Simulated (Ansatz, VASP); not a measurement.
Ba: VASP beside Ansatz

Contents of INCAR:

```
  PREC = Accurate
  ENCUT = 520
  EDIFF = 1E-7
  ISMEAR = 0
  SIGMA = 0.15
  LREAL = False
  LASPH = True
  NELM = 100
  ALGO = Fast
  ISIF = 2
  LWAVE = False
  LCHARG = False
  GGA = PS
  NBANDS = 11
```

The input KPOINTS:

```
Automatic mesh
0
Gamma
  14 14 14
```

File POSCAR:

```
Ba
1.0
   -2.5000000000      2.5000000000      2.3750000000
    2.5000000000     -2.5000000000      2.3750000000
    2.5000000000      2.5000000000     -2.3750000000
Ba
1
Direct
    0.0000000000      0.0000000000      0.0000000000
```

Input for Ansatz:

```yaml
crystal:
  lattice:
    - [-2.5, 2.5, 2.375]
    - [2.5, -2.5, 2.375]
    - [2.5, 2.5, -2.375]
  atoms:
    - { symbol: Ba, position: [0.0, 0.0, 0.0] }
basis:
  ecutwfc: 420
kpoints:
  mp_grid: { grid: [14, 14, 14] }
hamiltonian:
  xc: pbesol
scf:
  occupations: { method: gaussian, width: 0.15 }
output:
  forces: true
  stress: true
  eigenvalues: true
```

Change from the starting cell: strain +0.000 along x and y, -0.050 along z, atoms carried along.

Alike in both runs: task single point; functional PBEsol; k mesh 14 × 14 × 14; occupations gaussian, width 0.15 eV; no spin polarisation.

|  | VASP | Ansatz |
| --- | --- | --- |
| version | VASP 6.6.1 | Ansatz 0.2.0 |
| potentials or method | VASP PAW PBE potentials, release 64 (Ba_sv), cutoff 520 eV | scalar-relativistic, plane waves, PAW |
| valence electrons in the cell | 10 | 10 |

```tsv
	VASP	Ansatz	Ansatz less VASP
gap on the k mesh at the Fermi level (eV)	none	none	-
pressure (GPa)	-0.1	-0.2	-0.07
traceless stress, the component that is largest in VASP (GPa)	0.20	0.20	-0.004
```

VASP's potentials were made for PBE, not for PBEsol. A gap of «none» marks a metal or a gap that the smearing closes.

Spin-orbit coupling is off throughout.
